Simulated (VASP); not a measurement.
# Si2Sb2Se (P-3m1) in VASP: notebook

The runs below take Si2Sb2Se through single point, with PBE.

All numbers are computed with VASP 6.6.1; they aren't measurements. Logs are shortened: lines on timing, memory, paths and dates and some standing lists are left out, and cuts for length are marked.

## 1. The cell of the first run

Symmetry: P-3m1, No. 164, trigonal system. The conventional cell has a = 3.808 Å, b = 3.808 Å, c = 9.091 Å, α = 90.00°, β = 90.00°, γ = 120.00°. Si (site symmetry 3m) has 3 Si at 2.53 Å and 4 Sb at 2.91 to 3.16 Å within 3.3 Å. Within 3.8 Å of Sb (site symmetry 3m) lie 4 Si at 2.91 to 3.16 Å and 3 Se at 2.98 Å. Se (site symmetry -3m) has 6 Sb at 2.98 Å and 6 Se at 3.81 Å within 3.9 Å.

## 2. Single point, PBE

The input, INCAR:

```
SYSTEM = Si2Sb2Se
PREC = Accurate
ENCUT = 520
EDIFF = 1E-7
ISMEAR = 0
SIGMA = 0.1
LREAL = .FALSE.
LASPH = .TRUE.
NELM = 80
ALGO = Normal
ISIF = 2
LWAVE = .FALSE.
LCHARG = .FALSE.
GGA = PE
NBANDS = 20
```

The input, KPOINTS:

```
regular mesh
0
G
  6 6 2
  0 0 0
```

The input, POSCAR:

```
Si2Sb2Se
1.0
    3.8084512096      0.0000000000      0.0000000000
   -1.9042256048      3.2982154966      0.0000000000
    0.0000000000      0.0000000000      9.0914246633
Si Sb Se
2 2 1
Direct
    0.6666666667      0.3333333333      0.5686453288
    0.3333333333      0.6666666667      0.4313546712
    0.6666666667      0.3333333333      0.2211942050
    0.3333333333      0.6666666667      0.7788057950
    0.0000000000      0.0000000000      0.0000000000
```

Potentials or basis: VASP PAW PBE potentials, release 64 (Si, Sb, Se).

The run is started by

```console
cat potpaw_PBE.64/Si/POTCAR potpaw_PBE.64/Sb/POTCAR potpaw_PBE.64/Se/POTCAR > POTCAR
mpirun -np 1 vasp_std > vasp.out
```

OUTCAR:

```text
SYSTEM = Si2Sb2Se
   PREC = Accurate
   ENCUT = 520
   EDIFF = 1E-7
   ISMEAR = 0
   LREAL = .FALSE.
   LASPH = .TRUE.
   NELM = 80
   ISIF = 2
   GGA = PE

 ion  position               nearest neighbor table
   1  0.667  0.333  0.569-   2 2.53   2 2.53   2 2.53   4 2.91   4 2.91   4 2.91   3 3.16
   2  0.333  0.667  0.431-   1 2.53   1 2.53   1 2.53   3 2.91   3 2.91   3 2.91   4 3.16
   3  0.667  0.333  0.221-   2 2.91   2 2.91   2 2.91   5 2.98   5 2.98   5 2.98   1 3.16
   4  0.333  0.667  0.779-   1 2.91   1 2.91   1 2.91   5 2.98   5 2.98   5 2.98   2 3.16
   5  0.000  0.000  0.000-   3 2.98   4 2.98   3 2.98   4 2.98   3 2.98   4 2.98

  LATTYP: Found a hexagonal cell.
 ALAT       =     3.8084512096
 C/A-ratio  =     2.3871711000

  Lattice vectors:

 A1 = (   3.8084512096,   0.0000000000,   0.0000000000)
 A2 = (  -1.9042256048,   3.2982154966,   0.0000000000)
 A3 = (   0.0000000000,   0.0000000000,   9.0914246633)

Analysis of symmetry for initial positions (statically):
=====================================================================
 Subroutine PRICEL returns:
 Original cell was already a primitive cell.

 Routine SETGRP: Setting up the symmetry group for a
 hexagonal supercell.

 Subroutine GETGRP returns: Found 12 space group operations
 (whereof 12 operations were pure point group operations)
 out of a pool of 24 trial point group operations.

The static configuration has the point symmetry D_3d.

Analysis of symmetry for dynamics (positions and initial velocities):
=====================================================================
 Subroutine PRICEL returns:
 Original cell was already a primitive cell.

 Routine SETGRP: Setting up the symmetry group for a
 hexagonal supercell.

 Subroutine GETGRP returns: Found 12 space group operations
 (whereof 12 operations were pure point group operations)
 out of a pool of 24 trial point group operations.

The dynamic configuration has the point symmetry D_3d.

 Subroutine INISYM returns: Found 12 space group operations
 (whereof 12 operations are pure point group operations),
 and found     1 'primitive' translations

----------------------------------------------------------------------------------------

                                     Primitive cell

  volume of cell :     114.1982

  direct lattice vectors                    reciprocal lattice vectors
     3.808451210  0.000000000  0.000000000     0.262573930  0.151597129  0.000000000
    -1.904225605  3.298215497  0.000000000     0.000000000  0.303194258  0.000000000
     0.000000000  0.000000000  9.091424663     0.000000000  0.000000000  0.109993762

  length of vectors
     3.808451210  3.808451210  9.091424663     0.303194258  0.303194258  0.109993762

  position of ions in fractional coordinates (direct lattice)
     0.666666667  0.333333333  0.568645329
     0.333333333  0.666666667  0.431354671
     0.666666667  0.333333333  0.221194205
     0.333333333  0.666666667  0.778805795
     0.000000000  0.000000000  0.000000000

  ion indices of the primitive-cell ions
   primitive index   ion index
                 1           1
                 2           2
                 3           3
                 4           4
                 5           5

----------------------------------------------------------------------------------------

 KPOINTS: regular mesh

Automatic generation of k-mesh.
 Grid dimensions read from file:
 generate k-points for:    6    6    2

 Generating k-lattice:

  Cartesian coordinates                     Fractional coordinates (reciprocal lattice)
     0.043762322  0.025266188  0.000000000     0.166666667 -0.000000000  0.000000000
     0.000000000  0.050532376  0.000000000     0.000000000  0.166666667  0.000000000
     0.000000000  0.000000000  0.054996881     0.000000000  0.000000000  0.500000000

  Length of vectors
     0.050532376  0.050532376  0.054996881

  Shift w.r.t. Gamma in fractional coordinates (k-lattice)
     0.000000000  0.000000000  0.000000000

 Subroutine IBZKPT returns following result:
 ===========================================

 Found     14 irreducible k-points:

 Following reciprocal coordinates:
            Coordinates               Weight
  0.000000  0.000000  0.000000      1.000000
  0.166667  0.000000  0.000000      6.000000
  0.333333  0.000000  0.000000      6.000000
  0.500000  0.000000  0.000000      3.000000
  0.166667  0.166667  0.000000      6.000000
  0.333333  0.166667  0.000000     12.000000
  0.333333  0.333333  0.000000      2.000000
  0.000000  0.000000  0.500000      1.000000
  0.166667  0.000000  0.500000      6.000000
  0.333333  0.000000  0.500000      6.000000
  0.500000  0.000000  0.500000      3.000000
  0.166667  0.166667  0.500000      6.000000
  0.333333  0.166667  0.500000     12.000000
  0.333333  0.333333  0.500000      2.000000
   k-points           NKPTS =     14   k-points in BZ     NKDIM =     14   number of bands    NBANDS=     20
   number of dos      NEDOS =    301   number of ions     NIONS =      5
   total plane-waves  NPLWV =  54880
   dimension x,y,z NGX =    28 NGY =   28 NGZ =   70
   dimension x,y,z NGXF=    56 NGYF=   56 NGZF=  140
   ions per type =               2   2   1
   NGX,Y,Z   is equivalent  to a cutoff of  12.22, 12.22, 12.80 a.u.
   NGXF,Y,Z  is equivalent  to a cutoff of  24.45, 24.45, 25.60 a.u.
 SYSTEM =  Si2Sb2Se
   PREC   = accura    normal or accurate (medium, high low for compatibility)
   ISTART =      0    job   : 0-new  1-cont  2-samecut
   ICHARG =      2    charge: 1-file 2-atom 10-const
   ISPIN  =      1    spin polarized calculation?
   LNONCOLLINEAR =      F non collinear calculations
   LSORBIT =      F    spin-orbit coupling
   LASPH  =      T    aspherical Exc in radial PAW
   ENCUT  =  520.0 eV  38.22 Ry    6.18 a.u.   7.08  7.08 16.90*2*pi/ulx,y,z
   NELM   =     80;   NELMIN=  2; NELMDL= -5     # of ELM steps
   EDIFF  = 0.1E-06   stopping-criterion for ELM
   LREAL  =      F    real-space projection
   EDIFFG = 0.1E-05   stopping-criterion for IOM
   NSW    =      0    number of steps for IOM
   IBRION =     -1    ionic relax: 0-MD 1-quasi-New 2-CG
   NFREE  =      0    steps in history (QN), initial steepest desc. (CG)
   ISIF   =      2    stress and relaxation
   ISYM   =      2    0-nonsym 1-usesym 2-fastsym
   POTIM  = 0.5000    time-step for ionic-motion
   TEBEG  =    0.0;   TEEND  =   0.0 temperature during run
   PSTRESS=    0.0 pullay stress
   NELECT =      24.0000    total number of electrons
   NUPDOWN=      -1.0000    fix difference up-down
   EMIN   =  10.00;   EMAX   =-10.00  energy-range for DOS
   EFERMI =   0.00;   METHOD = LEGACY
   ISMEAR =     0;   SIGMA  =   0.10  broadening in eV -4-tet -1-fermi 0-gaus
   EFERMI_NEDOS =   21; number of points for ismear=-14 and -15
   IALGO  =     38    algorithm
   IMIX   =      4    mixing-type and parameters
     AMIX     =   0.40;   BMIX     =  1.00
     AMIX_MAG =   1.60;   BMIX_MAG =  1.00
  volume/ion in A,a.u.               =      22.84       154.13
  Fermi-wavevector in a.u.,A,eV,Ry     =   0.973327  1.839321 12.889691  0.947366
  Thomas-Fermi vector in A             =   2.103697
   LORBIT       =      0    0 simple, 1 ext, 2 COOP (PROOUT), +10 PAW based schemes
   GGA     = PE    functional components
   LHFCALC =     F    Hartree Fock is set to
   AEXX    =    0.0000 exact exchange contribution
   IVDW    =     0    specifies the selected vdW correction
   LEPSILON=     F    determine dielectric tensor
   LRPA    =     F    only Hartree local field effects (RPA)
 non-spin polarized calculation
 Gauss-broadening in eV      SIGMA  =   0.10
  energy-cutoff  :      520.00
  volume of cell :      114.20
 maximum number of plane-waves:      3100
   NGX = 15   NGY = 15   NGZ = 33

 number of electron      23.9999999 magnetization

 Free energy of the ion-electron system (eV)
  ---------------------------------------------------
  ext. energy  EPLUGINS =         0.00000000
  ---------------------------------------------------
  free energy    TOTEN  =       -21.63671847 eV

  energy without entropy =      -21.62823824  energy(sigma->0) =      -21.63247835

 E-fermi :   7.1849     XC(G=0): -10.0169

 val. band max:        7.1005996908   @ k =   0.3333   0.0000   0.5000
 cond. band min:       7.2389115225   @ k =   0.3333   0.0000   0.0000
 fundamental gap:      0.1383118317
 Fermi energy:         7.1849195730

 k-point     1 :       0.0000    0.0000    0.0000
  band No.  band energies     occupation
      1      -7.2171      2.00000
      2      -4.8001      2.00000
      3      -4.0751      2.00000
      4      -0.4078      2.00000
      5       1.5783      2.00000
      6       5.6621      2.00000
[... 12 lines left out ...]
     19      10.2223      0.00000
     20      12.5943      0.00000

 k-point     2 :       0.1667    0.0000    0.0000
  band No.  band energies     occupation
      1      -6.9707      2.00000
      2      -4.5005      2.00000
      3      -3.7428      2.00000
      4      -0.3788      2.00000
      5       1.8614      2.00000
      6       3.6507      2.00000
[... 12 lines left out ...]
     19      11.2788      0.00000
     20      12.3837      0.00000

 k-point     3 :       0.3333    0.0000    0.0000
  band No.  band energies     occupation
      1      -6.3639      2.00000
      2      -3.7029      2.00000
      3      -2.8317      2.00000
      4      -0.5936      2.00000
      5       0.9358      2.00000
      6       2.5864      2.00000
[... 12 lines left out ...]
     19      11.6366      0.00000
     20      12.2700      0.00000

 k-point     4 :       0.5000    0.0000    0.0000
  band No.  band energies     occupation
      1      -5.9624      2.00000
      2      -3.1083      2.00000
      3      -1.9643      2.00000
      4      -0.9007      2.00000
      5      -0.3621      2.00000
      6       1.2258      2.00000
[... 199 lines left out ...]
 k-point    13 :       0.3333    0.1667    0.5000
  band No.  band energies     occupation
      1      -5.9808      2.00000
      2      -3.1007      2.00000
      3      -2.2314      2.00000
      4      -0.4456      2.00000
      5      -0.0474      2.00000
      6       2.0696      2.00000
[... 12 lines left out ...]
     19      12.2650      0.00000
     20      12.3835      0.00000

 k-point    14 :       0.3333    0.3333    0.5000
  band No.  band energies     occupation
      1      -5.7789      2.00000
      2      -2.2478      2.00000
      3      -2.2478      2.00000
      4      -0.5441      2.00000
      5      -0.5441      2.00000
      6       1.6944      2.00000
[... 12 lines left out ...]
     19      13.3738      0.00000
     20      13.3767      0.00000

------------------------ aborting loop because EDIFF is reached ----------------------------------------

  FORCE on cell =-STRESS in cart. coord.  units (eV):
  Direction    XX          YY          ZZ          XY          YZ          ZX
  --------------------------------------------------------------------------------------
  -------------------------------------------------------------------------------------
  Total       -0.0737008     -0.0737008     -0.0385809      0.0000000      0.0000000      0.0000000
  in kB       -1.0340066     -1.0340066     -0.5412815      0.0000000      0.0000000      0.0000000
  external PRESSURE =      -0.8697649 kB  Pullay stress =       0.0000000 kB

 VOLUME and BASIS-vectors are now :
 -----------------------------------------------------------------------------
  energy-cutoff  :      520.00
  volume of cell :      114.20
      direct lattice vectors                 reciprocal lattice vectors
     3.808451210  0.000000000  0.000000000     0.262573930  0.151597129  0.000000000
    -1.904225605  3.298215497  0.000000000     0.000000000  0.303194258  0.000000000
     0.000000000  0.000000000  9.091424663     0.000000000  0.000000000  0.109993762

 POSITION                                       TOTAL-FORCE (eV/Angst)
 -----------------------------------------------------------------------------------
      1.90423      1.09941      5.16980         0.000000     -0.000000     -0.009943
     -0.00000      2.19881      3.92163         0.000000      0.000000      0.009943
      1.90423      1.09941      2.01097        -0.000000     -0.000000      0.007365
     -0.00000      2.19881      7.08045         0.000000      0.000000     -0.007365
      0.00000      0.00000      0.00000        -0.000000      0.000000     -0.000000
 -----------------------------------------------------------------------------------
    total drift:                               -0.000000     -0.000000     -0.000000

  FREE ENERGIE OF THE ION-ELECTRON SYSTEM (eV)
  ---------------------------------------------------
  free  energy   TOTEN  =       -21.6367184665 eV

  energy  without entropy=      -21.6282382355  energy(sigma->0) =      -21.63247835
```

Run time: 48 s. Hardware: 1 thread of Intel Xeon Platinum 8259CL at 2.50GHz (Skylake/Cascade Lake), shared host; peak memory 0.23 GiB.

Results:

```
Free energy            : -21.6367 eV
Pressure               : -0.1 GPa
Largest force          : 0.010 eV/Å
Band gap on the k mesh : zero (band 12 reaches 8.86 eV, above the bottom of band 13 at 6.61 eV)
```

Forces on the atoms (eV/Å):
```
Si   0.000  0.000 -0.010
Si   0.000  0.000  0.010
Sb   0.000  0.000  0.007
Sb   0.000  0.000 -0.007
Se   0.000  0.000  0.000
```

Caveat: spin-orbit coupling is left out, which moves the levels of the heavy elements.

## 3. Single point, PBE

This run uses another cell than the first one, of 29.00 Å³/atom, 1.270 times its volume.

The input, INCAR:

```
PREC = Accurate ; ENCUT = 520
EDIFF = 1E-6 ; ISMEAR = 0
SIGMA = 0.1 ; LREAL = F
LASPH = T ; NELM = 100
ALGO = Normal ; ISIF = 2
LWAVE = F ; LCHARG = F
GGA = PE ; NBANDS = 20
```

The input, KPOINTS:

```
Automatic mesh
0
Gamma
  6 6 2
```

The input, POSCAR:

```
Si2Sb2Se
1.0
    4.6716428000      0.0000000000      0.0000000000
   -2.3358214000      4.0457613400      0.0000000000
    0.0000000000      0.0000000000      7.6723387100
Si Sb Se
2 2 1
Direct
    0.6666666700      0.3333333300      0.6276000100
    0.3333333300      0.6666666700      0.3723999900
    0.6666666700      0.3333333300      0.2499200000
    0.3333333300      0.6666666700      0.7500800000
    0.0000000000      0.0000000000      0.0000000000
```

Potentials or basis: VASP PAW PBE potentials, release 64 (Si, Sb, Se).

The run is started by

```console
cat potpaw_PBE.64/Si/POTCAR potpaw_PBE.64/Sb/POTCAR potpaw_PBE.64/Se/POTCAR > POTCAR
mpirun -np 1 vasp_std > vasp.out
```

Wall time 49 s (1 thread of Intel Xeon Platinum 8259CL at 2.50GHz (Skylake/Cascade Lake), shared host); peak memory 0.27 GiB.

The run converged. Its results:

* Free energy: -20.3571 eV
* Pressure: -5.1 GPa
* Largest force: 0.189 eV/Å
* Band gap on the k mesh: zero (band 12 reaches 4.61 eV, above the bottom of band 13 at 3.43 eV)

Forces in eV/Å, atoms in the order of the input:
```
Si   0.000  0.000 -0.120
Si   0.000  0.000  0.120
Sb   0.000  0.000 -0.189
Sb   0.000  0.000  0.189
Se   0.000  0.000  0.000
```

Stress tensor (GPa, compression positive):
```
-5.45  0.00  0.00
 0.00 -5.45  0.00
 0.00  0.00 -4.39
```

Levels at points of the mesh, in eV from the Fermi level:
| k point | band 10 | band 11 | band 12 | band 13 | band 14 | band 15 |
| --- | --- | --- | --- | --- | --- | --- |
| (0.00, 0.00, 0.00) | -1.66 | -1.01 | -0.48 | -0.48 | 0.56 | 1.90 |
| (0.50, 0.00, 0.00) | -1.72 | -1.06 | -1.05 | 0.24 | 2.09 | 2.24 |
| (0.00, 0.00, 0.50) | -1.27 | -0.99 | -0.99 | -0.95 | 0.15 | 1.36 |
| (0.50, 0.00, 0.50) | -2.64 | -0.56 | 0.03 | 0.55 | 1.20 | 1.68 |

Caveat: the k points lie up to 0.41 Å⁻¹ apart; spin-orbit coupling is left out, which moves the levels of the heavy elements.
